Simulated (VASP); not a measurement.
# W (P6/mmm) in VASP: notebook

Runs on W. Level: PBE. Tasks: relaxation of cell and atoms.

Program: VASP 6.6.1. These are calculated values, not measurements. Logs are shortened: lines on timing, memory, paths and dates and some standing lists are left out, and cuts for length are marked.

## Step 1: The cell of the first run

The structure is hexagonal, space group P6/mmm (No. 191). The conventional cell has a = 3.768 Å, b = 3.768 Å, c = 2.336 Å, α = 90.00°, β = 90.00°, γ = 120.00°. W (site symmetry 6/mmm) has 14 W at 2.34 to 2.47 Å within 3.1 Å. W (site symmetry -6m2) has 11 W at 2.18 to 2.47 Å within 2.9 Å.

This isn't the form of W at room conditions, which is bcc.

## Step 2: Relaxation of cell and atoms, PBE, target pressure 430 GPa, at which the enthalpy is minimised

The input, INCAR:

```
PREC = Accurate
ENCUT = 600
EDIFF = 1E-6
ISMEAR = -1
SIGMA = 0.05
LREAL = False
LASPH = True
NELM = 100
ALGO = Normal
ISIF = 3
LWAVE = False
LCHARG = False
GGA = PE
IBRION = 2
NSW = 60
EDIFFG = -0.005
PSTRESS = 4300.0
```

The input, KPOINTS:

```
regular mesh
0
Gamma
  10 10 13
```

The input, POSCAR:

```
W
1.0
    3.7682021877      0.0000000000      0.0000000000
   -1.8841010938      3.2633588211      0.0000000000
    0.0000000000      0.0000000000      2.3362853564
W
3
Direct
    0.0000000000      0.0000000000      0.0000000000
    0.3333333333      0.6666666667      0.5000000000
    0.6666666667      0.3333333333      0.5000000000
```

Potentials or basis: VASP PAW PBE potentials, release 64 (W_sv).

Run with:

```sh
> cat potpaw_PBE.64/W_sv/POTCAR > POTCAR
> mpirun -np 1 vasp_std > vasp.out
```

OUTCAR:

```text
PREC = Accurate
   ENCUT = 600
   EDIFF = 1E-6
   ISMEAR = -1
   LREAL = False
   LASPH = True
   NELM = 100
   ISIF = 3
   GGA = PE
   IBRION = 2
   NSW = 60
   EDIFFG = -0.005
   PSTRESS = 4300.0

 ion  position               nearest neighbor table
   1  0.000  0.000  0.000-   2 2.47   3 2.47   2 2.47   3 2.47   2 2.47   2 2.47   3 2.47   3 2.47
                             3 2.47   3 2.47   2 2.47   2 2.47
   2  0.333  0.667  0.500-   3 2.18   3 2.18   3 2.18   1 2.47   1 2.47   1 2.47   1 2.47   1 2.47
                             1 2.47   3 3.19   3 3.19   3 3.19   3 3.19   3 3.19   3 3.19
   3  0.667  0.333  0.500-   2 2.18   2 2.18   2 2.18   1 2.47   1 2.47   1 2.47   1 2.47   1 2.47
                             1 2.47   2 3.19   2 3.19   2 3.19   2 3.19   2 3.19   2 3.19

  LATTYP: Found a hexagonal cell.
 ALAT       =     3.7682021877
 C/A-ratio  =     0.6200000000

  Lattice vectors:

 A1 = (   3.7682021877,   0.0000000000,   0.0000000000)
 A2 = (  -1.8841010938,   3.2633588211,   0.0000000000)
 A3 = (   0.0000000000,   0.0000000000,   2.3362853564)

Analysis of symmetry for initial positions (statically):
=====================================================================
 Subroutine PRICEL returns:
 Original cell was already a primitive cell.

 Routine SETGRP: Setting up the symmetry group for a
 hexagonal supercell.

 Subroutine GETGRP returns: Found 24 space group operations
 (whereof 24 operations were pure point group operations)
 out of a pool of 24 trial point group operations.

The static configuration has the point symmetry D_6h.

Analysis of symmetry for dynamics (positions and initial velocities):
=====================================================================
 Subroutine PRICEL returns:
 Original cell was already a primitive cell.

 Routine SETGRP: Setting up the symmetry group for a
 hexagonal supercell.

 Subroutine GETGRP returns: Found 24 space group operations
 (whereof 24 operations were pure point group operations)
 out of a pool of 24 trial point group operations.

The dynamic configuration has the point symmetry D_6h.

 Subroutine INISYM returns: Found 24 space group operations
 (whereof 24 operations are pure point group operations),
 and found     1 'primitive' translations

----------------------------------------------------------------------------------------

                                     Primitive cell

  volume of cell :      28.7293

  direct lattice vectors                    reciprocal lattice vectors
     3.768202188  0.000000000  0.000000000     0.265378541  0.153216372  0.000000000
    -1.884101094  3.263358821  0.000000000     0.000000000  0.306432745  0.000000000
     0.000000000  0.000000000  2.336285356     0.000000000  0.000000000  0.428029905

  length of vectors
     3.768202188  3.768202188  2.336285356     0.306432745  0.306432745  0.428029905

  position of ions in fractional coordinates (direct lattice)
     0.000000000  0.000000000  0.000000000
     0.333333333  0.666666667  0.500000000
     0.666666667  0.333333333  0.500000000

  ion indices of the primitive-cell ions
   primitive index   ion index
                 1           1
                 2           2
                 3           3

----------------------------------------------------------------------------------------

 KPOINTS: regular mesh

Automatic generation of k-mesh.
 Grid dimensions read from file:
 generate k-points for:   10   10   13

 Generating k-lattice:

  Cartesian coordinates                     Fractional coordinates (reciprocal lattice)
     0.026537854  0.015321637  0.000000000     0.100000000  0.000000000  0.000000000
     0.000000000  0.030643274  0.000000000     0.000000000  0.100000000  0.000000000
     0.000000000  0.000000000  0.032925377     0.000000000  0.000000000  0.076923077

  Length of vectors
     0.030643274  0.030643274  0.032925377

  Shift w.r.t. Gamma in fractional coordinates (k-lattice)
     0.000000000  0.000000000  0.000000000

 Subroutine IBZKPT returns following result:
 ===========================================

 Found     98 irreducible k-points:

 Following reciprocal coordinates:
            Coordinates               Weight
  0.000000  0.000000  0.000000      1.000000
  0.100000  0.000000  0.000000      6.000000
  0.200000  0.000000  0.000000      6.000000
  0.300000  0.000000  0.000000      6.000000
  0.400000  0.000000  0.000000      6.000000
  0.500000  0.000000  0.000000      3.000000
[... 16 lines left out ...]
  0.300000  0.100000  0.076923     24.000000
  0.400000  0.100000  0.076923     24.000000
 [... further k-points ...]
   k-points           NKPTS =     98   k-points in BZ     NKDIM =     98   number of bands    NBANDS=     25
   number of dos      NEDOS =    301   number of ions     NIONS =      3
   total plane-waves  NPLWV =  18000
   dimension x,y,z NGX =    30 NGY =   30 NGZ =   20
   dimension x,y,z NGXF=    60 NGYF=   60 NGZF=   40
   ions per type =               3
   NGX,Y,Z   is equivalent  to a cutoff of  13.24, 13.24, 14.23 a.u.
   NGXF,Y,Z  is equivalent  to a cutoff of  26.47, 26.47, 28.46 a.u.
 SYSTEM =  unknown system
   PREC   = accura    normal or accurate (medium, high low for compatibility)
   ISTART =      0    job   : 0-new  1-cont  2-samecut
   ICHARG =      2    charge: 1-file 2-atom 10-const
   ISPIN  =      1    spin polarized calculation?
   LNONCOLLINEAR =      F non collinear calculations
   LSORBIT =      F    spin-orbit coupling
   LASPH  =      T    aspherical Exc in radial PAW
   ENCUT  =  600.0 eV  44.10 Ry    6.64 a.u.   7.53  7.53  4.67*2*pi/ulx,y,z
   NELM   =    100;   NELMIN=  2; NELMDL= -5     # of ELM steps
   EDIFF  = 0.1E-05   stopping-criterion for ELM
   LREAL  =      F    real-space projection
   EDIFFG = -.5E-02   stopping-criterion for IOM
   NSW    =     60    number of steps for IOM
   IBRION =      2    ionic relax: 0-MD 1-quasi-New 2-CG
   NFREE  =      1    steps in history (QN), initial steepest desc. (CG)
   ISIF   =      3    stress and relaxation
   ISYM   =      2    0-nonsym 1-usesym 2-fastsym
   POTIM  = 0.5000    time-step for ionic-motion
   TEBEG  =    0.0;   TEEND  =   0.0 temperature during run
   PSTRESS= 4300.0 pullay stress
   NELECT =      42.0000    total number of electrons
   NUPDOWN=      -1.0000    fix difference up-down
   EMIN   =  10.00;   EMAX   =-10.00  energy-range for DOS
   EFERMI =   0.00;   METHOD = LEGACY
   ISMEAR =    -1;   SIGMA  =   0.05  broadening in eV -4-tet -1-fermi 0-gaus
   EFERMI_NEDOS =   21; number of points for ismear=-14 and -15
   IALGO  =     38    algorithm
   IMIX   =      4    mixing-type and parameters
     AMIX     =   0.40;   BMIX     =  1.00
     AMIX_MAG =   1.60;   BMIX_MAG =  1.00
  volume/ion in A,a.u.               =       9.58        64.62
  Fermi-wavevector in a.u.,A,eV,Ry     =   1.858017  3.511143 46.970389  3.452226
  Thomas-Fermi vector in A             =   2.906556
   LORBIT       =      0    0 simple, 1 ext, 2 COOP (PROOUT), +10 PAW based schemes
   GGA     = PE    functional components
   LHFCALC =     F    Hartree Fock is set to
   AEXX    =    0.0000 exact exchange contribution
   IVDW    =     0    specifies the selected vdW correction
   LEPSILON=     F    determine dielectric tensor
   LRPA    =     F    only Hartree local field effects (RPA)
 conjugate gradient relaxation of ions
 non-spin polarized calculation
  energy-cutoff  :      600.00
  volume of cell :       28.73
 maximum number of plane-waves:       972
   NGX = 15   NGY = 15   NGZ =  9

--------------------------------------- Ionic step        1  -------------------------------------------

 number of electron      41.9999994 magnetization

 Free energy of the ion-electron system (eV)
  ---------------------------------------------------
  ext. energy  EPLUGINS =         0.00000000
  ---------------------------------------------------
  free energy    TOTEN  =       -18.05716237 eV

  energy without entropy =      -18.03812042  energy(sigma->0) =      -18.04764139

------------------------ aborting loop because EDIFF is reached ----------------------------------------

  FORCE on cell =-STRESS in cart. coord.  units (eV):
  Direction    XX          YY          ZZ          XY          YZ          ZX
  --------------------------------------------------------------------------------------
  -------------------------------------------------------------------------------------
  Total       84.0857227     84.0857227     75.7497548      0.0000000     -0.0000000     -0.0000000
  in kB     4689.2990555   4689.2990554   4224.4181555      0.0000001     -0.0000000     -0.0000000
  external PRESSURE =     234.3387555 kB  Pullay stress =    4300.0000000 kB
[... 96 lines left out ...]
  FREE ENERGIE OF THE ION-ELECTRON SYSTEM (eV)
  ---------------------------------------------------
  free  energy   TOTEN  =       -20.4750863358 eV

  energy  without entropy=      -20.4547496738  energy(sigma->0) =      -20.46491800

  enthalpy is  TOTEN    =        58.9588164271 eV   P V=       79.4339027629

[... ionic steps 4 to 19 ...]

--------------------------------------- Ionic step       20  -------------------------------------------

 number of electron      42.0000003 magnetization

------------------------ aborting loop because EDIFF is reached ----------------------------------------

  FORCE on cell =-STRESS in cart. coord.  units (eV):
  Direction    XX          YY          ZZ          XY          YZ          ZX
  --------------------------------------------------------------------------------------
  -------------------------------------------------------------------------------------
  Total       78.3759745     78.3759745     78.4039814      0.0000000     -0.0000000     -0.0000000
  in kB     4298.0694352   4298.0694348   4299.6053123      0.0000002     -0.0000000     -0.0000000
  external PRESSURE =      -1.4186059 kB  Pullay stress =    4300.0000000 kB
[... 63 lines left out ...]
  enthalpy is  TOTEN    =        58.8572697202 eV   P V=       78.4108412125

--------------------------------------- Ionic step       22  -------------------------------------------

 number of electron      42.0000003 magnetization

 Free energy of the ion-electron system (eV)
  ---------------------------------------------------
  ext. energy  EPLUGINS =         0.00000000
  ---------------------------------------------------
  free energy    TOTEN  =       -19.54890030 eV

  energy without entropy =      -19.52983762  energy(sigma->0) =      -19.53936896

 E-fermi :  19.8344     XC(G=0): -16.6078

 val. band max:       19.8164979028   @ k =   0.1000   0.1000   0.0769
 cond. band min:      19.8407364100   @ k =   0.2000   0.0000   0.1538
 fundamental gap:      0.0242385072
 Fermi energy:        19.8344218709

 k-point     1 :       0.0000    0.0000    0.0000
  band No.  band energies     occupation
      1     -54.6596      2.00000
      2     -53.5912      2.00000
      3     -53.4753      2.00000
      4     -20.7173      2.00000
      5     -20.7173      2.00000
      6     -19.7285      2.00000
[... 661 lines left out ...]
     24      22.9583      0.00000
     25      24.0015      0.00000

 [... further k-points ...]

------------------------ aborting loop because EDIFF is reached ----------------------------------------

  FORCE on cell =-STRESS in cart. coord.  units (eV):
  Direction    XX          YY          ZZ          XY          YZ          ZX
  --------------------------------------------------------------------------------------
  -------------------------------------------------------------------------------------
  Total       78.4033117     78.4033117     78.3930100      0.0000000     -0.0000000     -0.0000000
  in kB     4299.8434271   4299.8434261   4299.2784526      0.0000005     -0.0000000     -0.0000000
  external PRESSURE =      -0.3448981 kB  Pullay stress =    4300.0000000 kB
[... 18 lines left out ...]
  FREE ENERGIE OF THE ION-ELECTRON SYSTEM (eV)
  ---------------------------------------------------
  free  energy   TOTEN  =       -19.5489002973 eV

  energy  without entropy=      -19.5298376172  energy(sigma->0) =      -19.53936896

  enthalpy is  TOTEN    =        58.8572663681 eV   P V=       78.4061666654

 reached required accuracy - stopping structural energy minimisation
```

Run time: 5.7 min. Hardware: 1 thread of Intel Xeon 6975P-C (Granite Rapids), shared host; peak memory 0.2 GiB.

Results:

```yaml
Free_energy: -19.5489 eV
Relaxed_volume: 9.74 Å³/atom
Relaxed_cell: a = 3.856 Å, b = 3.856 Å, c = 2.269 Å, α = 90.00°, β = 90.00°, γ = 120.00°
Space_group_after_relaxing_to_0.1_Å: P6/mmm (No. 191)
Energy_change_on_relaxing_the_run_minimises_the_enthalpy: -497.2 meV/atom
Ionic_steps: 22
Pressure_after_relaxing: 430.0 GPa
Band_gap_on_the_k_mesh: zero (bands 21 and 22 overlap by 2.28 eV)
```

Step by step:
```csv
step,energy change (eV),largest force (eV/Å),pressure (GPa),volume (Å³)
1,0.0000,0.0000,453.43,28.73
2,-11.8916,0.0000,209.25,34.77
3,-2.4179,0.0000,405.36,29.60
4,-2.0082,0.0000,413.56,29.44
5,1.8032,0.0000,490.70,28.57
6,-1.7026,0.0000,425.17,29.29
7,-1.6853,0.0000,425.74,29.29
8,-1.6494,0.0000,426.95,29.27
9,-1.6625,0.0000,426.54,29.28
10,-0.0396,0.0000,460.27,28.69
11,-1.4900,0.0000,430.09,29.21
12,-1.4865,0.0000,430.09,29.21
13,-0.7745,0.0000,444.91,28.95
14,-1.4830,0.0000,430.23,29.21
15,-1.5756,0.0000,428.37,29.25
16,-1.4934,0.0000,430.00,29.21
17,-1.4961,0.0000,429.99,29.22
18,-1.5277,0.0000,429.30,29.23
19,-1.4984,0.0000,429.81,29.22
20,-1.4967,0.0000,429.86,29.22
21,-1.4964,0.0000,429.92,29.22
22,-1.4917,0.0000,429.97,29.21
```

Final structure:
```cif
data_structure
_symmetry_space_group_name_H-M 'P 1'
_symmetry_Int_Tables_number 1
_cell_length_a 3.8559
_cell_length_b 3.8559
_cell_length_c 2.2689
_cell_angle_alpha 90.000
_cell_angle_beta 90.000
_cell_angle_gamma 120.000
_cell_volume 29.21
loop_
_atom_site_label
_atom_site_type_symbol
_atom_site_fract_x
_atom_site_fract_y
_atom_site_fract_z
_atom_site_occupancy
W1 W 0.00000 0.00000 0.00000 1
W2 W 0.33333 0.66667 0.50000 1
W3 W 0.66667 0.33333 0.50000 1
```

Levels at points of the mesh, in eV from the Fermi level:
```
           k point  band 17  band 18  band 19  band 20  band 21  band 22  band 23  band 24  band 25
(0.00, 0.00, 0.00)    -3.05    -3.05    -2.90    -2.90    -1.07    -1.07     1.77     1.77     1.85
(0.50, 0.00, 0.00)    -5.76    -4.62    -4.40    -2.54    -0.74     2.52     2.56     4.21     4.88
```

Caveat: the cell is relaxed towards a set pressure, so the run minimises the enthalpy, not the energy; spin-orbit coupling is left out, which moves the levels of the heavy elements.

## Step 3: Relaxation of cell and atoms, PBE, target pressure 430 GPa, at which the enthalpy is minimised

This run uses another cell than the first one, of 9.64 Å³/atom.

The input, INCAR:

```
SYSTEM = W
ALGO = Normal ; EDIFF = 1E-6
EDIFFG = -0.005 ; ENCUT = 600
GGA = PE ; IBRION = 2
ISIF = 3 ; ISMEAR = -1
LASPH = .TRUE. ; LCHARG = .FALSE.
LREAL = .FALSE. ; LWAVE = .FALSE.
NELM = 100 ; NSW = 32
PREC = Accurate ; PSTRESS = 4300.0
SIGMA = 0.05
```

The input, KPOINTS:

```
k-points
0
G
  10 10 13
  0 0 0
```

The input, POSCAR:

```
W
1.0
    3.8382908109      0.0000000000      0.0000000000
   -1.9191454054      3.3240573493      0.0000000000
    0.0000000000      0.0000000000      2.2665655770
W
3
Direct
    0.0000000000      0.0000000000      0.0000000000
    0.3333333333      0.6666666667      0.5000000000
    0.6666666667      0.3333333333      0.5000000000
```

Potentials or basis: VASP PAW PBE potentials, release 64 (W_sv).

Run with:

```sh
> cat potpaw_PBE.64/W_sv/POTCAR > POTCAR
> mpirun -np 1 vasp_std > vasp.out
```

Run time: 7 min. Hardware: 1 thread of Intel Xeon 8259CL, shared host; peak memory 0.21 GiB.

Results (log left out):

```yaml
Free_energy: -19.5484 eV
Relaxed_volume: 9.74 Å³/atom
Relaxed_cell: a = 3.856 Å, b = 3.856 Å, c = 2.269 Å, α = 90.00°, β = 90.00°, γ = 120.00°
Space_group_after_relaxing_to_0.1_Å: P6/mmm (No. 191)
Energy_change_on_relaxing_the_run_minimises_the_enthalpy: -269.5 meV/atom
Ionic_steps: 9
Pressure_after_relaxing: 430.0 GPa
Band_gap_on_the_k_mesh: zero (bands 21 and 22 overlap by 2.28 eV)
```

Step by step:
```tsv
step	energy change (eV)	largest force (eV/Å)	pressure (GPa)	volume (Å³)
1	0.0000	0.0000	446.94	28.92
2	-9.3997	0.0000	245.71	33.40
3	-0.8518	0.0000	428.56	29.23
4	-0.7869	0.0000	429.77	29.21
5	-0.7714	0.0000	430.25	29.20
6	-0.8061	0.0000	430.46	29.21
7	-0.7915	0.0000	430.38	29.21
8	-0.9838	0.0000	426.25	29.28
9	-0.8085	0.0000	430.01	29.21
```

Final structure:
```
CELL_PARAMETERS angstrom
3.85603 0.00000 0.00000
-1.92801 3.33942 0.00000
0.00000 0.00000 2.26870
ATOMIC_POSITIONS crystal
W 0.00000 0.00000 0.00000
W 0.33333 0.66667 0.50000
W 0.66667 0.33333 0.50000
```

Levels at points of the mesh, in eV from the Fermi level:
```csv
k point,band 19,band 20,band 21,band 22,band 23,band 24
"(0.00, 0.00, 0.00)",-2.90,-2.90,-1.07,-1.07,1.78,1.78
"(0.50, 0.00, 0.00)",-4.40,-2.54,-0.73,2.52,2.56,4.21
```

Caveat: the cell is relaxed towards a set pressure, so the run minimises the enthalpy, not the energy; spin-orbit coupling is left out, which moves the levels of the heavy elements.
